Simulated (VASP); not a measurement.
# ZrN (Fm-3m) in VASP: notebook, part 2 of 2

VASP 6.6.1. The steps go on from the part before.

## Step 4: Single point, PBE (volume scaled by 0.97)

INCAR reads:

```
PREC = Accurate ; ENCUT = 600
EDIFF = 1E-6 ; ISMEAR = -1
SIGMA = 0.01 ; LREAL = False
LASPH = True ; NELM = 120
ALGO = Normal ; ISIF = 2
LWAVE = False ; LCHARG = True
GGA = PE ; LELF = True
LVHAR = True ; NBANDS = 16
GGA_COMPAT = False
```

KPOINTS reads:

```
Automatic mesh
0
Gamma
  9 9 9
```

POSCAR reads:

```
ZrN
1.0
    0.0000000000      2.2611553921      2.2611553921
    2.2611553921      0.0000000000      2.2611553921
    2.2611553921      2.2611553921      0.0000000000
Zr N
1 1
Direct
    0.0000000000      0.0000000000      0.0000000000
    0.5000000000      0.5000000000      0.5000000000
```

On the command line:

```bash
$ cat potpaw_PBE.64/Zr_sv/POTCAR potpaw_PBE.64/N/POTCAR > POTCAR
$ mpirun -np 1 vasp_std > vasp.out
```

Wall time 58 s (1 thread of Intel Xeon 8259CL, shared host); peak memory 0.16 GiB.

Results (log left out):

```
Free energy : -20.3279 eV
Pressure    : 13.3 GPa
```

Levels at points of the mesh, in eV from the Fermi level:
| k point | band 6 | band 7 | band 8 | band 9 | band 10 | band 11 | band 12 | band 13 |
| --- | --- | --- | --- | --- | --- | --- | --- | --- |
| (0.00, 0.00, 0.00) | -2.69 | -2.69 | -2.69 | -0.39 | -0.39 | -0.39 | 1.71 | 1.71 |

## Step 5: Single point, PBE (volume scaled by 1.04)

INCAR reads:

```
PREC = Accurate ; ENCUT = 600
EDIFF = 1E-6 ; ISMEAR = -1
SIGMA = 0.01 ; LREAL = F
LASPH = T ; NELM = 120
ALGO = Normal ; ISIF = 2
LWAVE = F ; LCHARG = F
GGA = PE ; NBANDS = 16
GGA_COMPAT = F
```

KPOINTS is that of step 4.

POSCAR reads:

```
ZrN
1.0
    0.0000000000      2.3142891050      2.3142891050
    2.3142891050      0.0000000000      2.3142891050
    2.3142891050      2.3142891050      0.0000000000
Zr N
1 1
Direct
    0.0000000000      0.0000000000      0.0000000000
    0.5000000000      0.5000000000      0.5000000000
```

On the command line:

```bash
$ cat potpaw_PBE.64/Zr_sv/POTCAR potpaw_PBE.64/N/POTCAR > POTCAR
$ mpirun -np 1 vasp_std > vasp.out
```

Run time: 52 s. Hardware: 1 thread of Intel Xeon 8259CL, shared host; peak memory 0.16 GiB.

The run converged. Its results:

```
Free energy : -20.3675 eV
Pressure    : -5.1 GPa
```

Levels at points of the mesh, in eV from the Fermi level:
```tsv
k point	band 5	band 6	band 7	band 8	band 9	band 10	band 11	band 12	band 13	band 14
(0.00, 0.00, 0.00)	-16.13	-2.59	-2.59	-2.59	-0.36	-0.36	-0.36	1.55	1.55	2.64
```

## Step 6: Single point, PBE (volume scaled by 1.06)

INCAR reads:

```
ALGO = Normal
EDIFF = 1E-6
ENCUT = 600
GGA = PE
GGA_COMPAT = F
ISIF = 2
ISMEAR = -1
LASPH = T
LCHARG = F
LREAL = F
LWAVE = F
NBANDS = 16
NELM = 120
PREC = Accurate
SIGMA = 0.01
```

KPOINTS reads:

```
k-points
0
Gamma
  9 9 9
```

POSCAR reads:

```
ZrN
1.0
    0.0000000000      2.3290301974      2.3290301974
    2.3290301974      0.0000000000      2.3290301974
    2.3290301974      2.3290301974      0.0000000000
Zr N
1 1
Direct
    0.0000000000      0.0000000000      0.0000000000
    0.5000000000      0.5000000000      0.5000000000
```

Potentials or basis: VASP PAW PBE potentials, release 64 (Zr_sv, N).

On the command line:

```bash
$ cat potpaw_PBE.64/Zr_sv/POTCAR potpaw_PBE.64/N/POTCAR > POTCAR
$ mpirun -np 1 vasp_std > vasp.out
```

OUTCAR:

```text
EDIFF = 1E-6
   ENCUT = 600
   GGA = PE
   ISIF = 2
   ISMEAR = -1
   LASPH = T
   LREAL = F
   NELM = 120
   PREC = Accurate

 ion  position               nearest neighbor table
   1  0.000  0.000  0.000-   2 2.33   2 2.33   2 2.33   2 2.33   2 2.33   2 2.33
   2  0.500  0.500  0.500-   1 2.33   1 2.33   1 2.33   1 2.33   1 2.33   1 2.33

  LATTYP: Found a face centered cubic cell.
 ALAT       =     4.6580603948

  Lattice vectors:

[... 190 lines left out ...]
      5      -4.7036      2.00000
      6       8.7712      2.00000
[... 433 lines left out ...]
      3     -16.3149      2.00000
      4     -16.3149      2.00000
      5      -4.0961      2.00000
      6       6.6022      2.00000
[... 8 lines left out ...]
     15      21.2293      0.00000
     16      26.4790      0.00000

 [... further k-points ...]
[... 5 lines left out ...]
  --------------------------------------------------------------------------------------
  -------------------------------------------------------------------------------------
  Total       -1.4606185     -1.4606185     -1.4606185      0.0000000     -0.0000000      0.0000000
  in kB      -92.6172781    -92.6172781    -92.6172781      0.0000000     -0.0000000      0.0000000
  external PRESSURE =     -92.6172781 kB  Pullay stress =       0.0000000 kB

 VOLUME and BASIS-vectors are now :
 -----------------------------------------------------------------------------
  energy-cutoff  :      600.00
  volume of cell :       25.27
      direct lattice vectors                 reciprocal lattice vectors
     0.000000000  2.329030197  2.329030197    -0.214681630  0.214681630  0.214681630
     2.329030197  0.000000000  2.329030197     0.214681630 -0.214681630  0.214681630
     2.329030197  2.329030197  0.000000000     0.214681630  0.214681630 -0.214681630

 POSITION                                       TOTAL-FORCE (eV/Angst)
 -----------------------------------------------------------------------------------
      0.00000      0.00000      0.00000        -0.000000     -0.000000     -0.000000
      2.32903      2.32903      2.32903         0.000000      0.000000      0.000000
 -----------------------------------------------------------------------------------
    total drift:                                0.000000      0.000000      0.000000

  FREE ENERGIE OF THE ION-ELECTRON SYSTEM (eV)
  ---------------------------------------------------
  free  energy   TOTEN  =       -20.3466150019 eV

  energy  without entropy=      -20.3456582504  energy(sigma->0) =      -20.34613663
```

Run time: 48 s. Hardware: 1 thread of Intel Xeon 8259CL, shared host; peak memory 0.16 GiB.

Results:

```yaml
Free_energy: -20.3466 eV
Pressure: -9.3 GPa
```

## Step 7: Summary

```tsv
cell	gap on the mesh (eV)	pressure (GPa)
a = 3.220 Å, angles 60.0°, 2 atoms	none	7.4
a = 3.252 Å, angles 60.0°, 2 atoms	none	-0.5
a = 3.198 Å, angles 60.0°, 2 atoms	none	13.3
a = 3.273 Å, angles 60.0°, 2 atoms	none	-5.1
a = 3.294 Å, angles 60.0°, 2 atoms	none	-9.3
```

Alike in all rows: task single point; level PBE; potentials or basis VASP PAW PBE potentials, release 64 (Zr_sv, N); no spin polarisation; k mesh 9 × 9 × 9; cutoff (eV) 600; smearing fermi-dirac 0.01 eV.

Absolute energies hang on the potentials; compare differences alone.
